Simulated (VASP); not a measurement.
Input of a VASP 6.6.1 run:

The input POSCAR:

```
Pd
1.0
    4.4311308902      0.0000000000      0.0000000000
   -2.2155654451      3.8374719184      0.0000000000
    0.0000000000      0.0000000000      2.6390706082
Pd
3
Direct
    0.3333336748      0.0000000000      0.3333333333
    0.0000000000      0.3333336748      0.6666666667
    0.6666663252      0.6666663252      0.0000000000
```

INCAR.step1

```
SYSTEM = Pd
  ALGO = Normal
  EDIFF = 1E-4
  ENCUT = 520
  GGA = PE
  ISMEAR = 0
  LASPH = .True.
  LCHARG = .False.
  LREAL = .False.
  LWAVE = .True.
  NBANDS = 22
  NELM = 80
  PREC = Accurate
  SIGMA = 0.1
```

File INCAR.step2:

```
SYSTEM = Pd
  ALGO = Normal
  EDIFF = 1E-6
  ENCUT = 520
  ISIF = 2
  ISMEAR = 0
  ISTART = 1
  LASPH = .True.
  LCHARG = .False.
  LMIXTAU = .True.
  LREAL = .False.
  LWAVE = .False.
  METAGGA = R2SCAN
  NBANDS = 22
  NELM = 80
  PREC = Accurate
  SIGMA = 0.1
```

File KPOINTS:

```
k-points
0
Gamma
  6 6 4
  0 0 0
```

Potentials or basis: VASP PAW PBE potentials, release 64 (Pd).

The run is started by

```sh
$ cat potpaw_PBE.64/Pd/POTCAR > POTCAR
$ cp INCAR.step1 INCAR
$ mpirun -np 1 vasp_std > vasp.out
$ cp INCAR.step2 INCAR
$ mpirun -np 1 vasp_std > vasp.out
```

(1) Predict the pressure.

(2) Estimate the band gap on the k mesh.

Results:

(1) 0.9 GPa.

(2) zero (band 15 reaches 10.04 eV, above the bottom of band 16 at 8.65 eV).

Caveat: the k points lie up to 0.60 Å⁻¹ apart; the PAW data sets were made with another functional, which shifts forces and pressure a little.
